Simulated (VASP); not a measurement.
Write the native input for VASP 6.6.1 that does the following.

- Task: relaxation of cell and atoms
- Functional: PBE
- Potentials or basis: VASP PAW PBE potentials, release 64 (V_sv, Si, N)
- Cutoff: 600 eV
- k mesh: 6 × 6 × 6
- Occupations: gaussian, width 0.1 eV
- Spin: no spin polarisation
- Dipole correction: no
- Further INCAR settings: ALGO = Normal; EDIFF = 1e-06; IBRION = 2; EDIFFG = -0.04; NSW = 90; ISIF = 3

The structure of V2SiN2 lies in POSCAR:

```
V2SiN2
1.0
    1.9518243972     -5.5547694194      0.0000000000
    1.9518243972      5.5547694194      0.0000000000
    0.0000000000      0.0000000000      2.8154385544
V Si N
2 1 2
Direct
    0.6705727600      0.3294272400      0.0000000000
    0.3294272400      0.6705727600      0.0000000000
    0.0000000000      0.0000000000      0.0000000000
    0.8362818464      0.1637181536      0.0000000000
    0.1637181536      0.8362818464      0.0000000000
```

The cell was generated, and may not be a known phase.

The input as run:

INCAR

```
PREC = Accurate
ENCUT = 600
EDIFF = 1E-6
ISMEAR = 0
SIGMA = 0.1
LREAL = F
LASPH = T
NELM = 100
ALGO = Normal
ISIF = 3
LWAVE = F
LCHARG = F
GGA = PE
IBRION = 2
NSW = 90
EDIFFG = -0.04
```

KPOINTS

```
Automatic mesh
0
Gamma
  6 6 6
```

Potentials or basis: VASP PAW PBE potentials, release 64 (V_sv, Si, N).

Command:

```bash
$ cat potpaw_PBE.64/V_sv/POTCAR potpaw_PBE.64/Si/POTCAR potpaw_PBE.64/N/POTCAR > POTCAR
$ mpirun -np 1 vasp_std > vasp.out
```

Results of the run:

* Relaxed volume: 12.18 Å³/atom
* Relaxed cell: a = 5.915 Å, b = 5.915 Å, c = 2.801 Å, α = 90.00°, β = 90.00°, γ = 141.57°
* Space group after relaxing (to 0.1 Å): Cmmm (No. 65)
* Energy gained by relaxing: 0.9 meV/atom
* Ionic steps: 5
* Pressure after relaxing: 0.0 GPa
* Largest force after relaxing: 0.028 eV/Å
* Band gap on the k mesh: zero (bands 20 and 21 overlap by 0.52 eV)

Caveat: the k points lie up to 0.37 Å⁻¹ apart in the final cell, too coarse for converged energies and pressures of a metal; the run has no spin polarisation, though such a crystal can be magnetic.

Run time: 3.1 min on 1 thread of Intel(R) Xeon(R) 6975P-C (Granite Rapids), with other jobs on the host, peak memory 0.29 GiB.
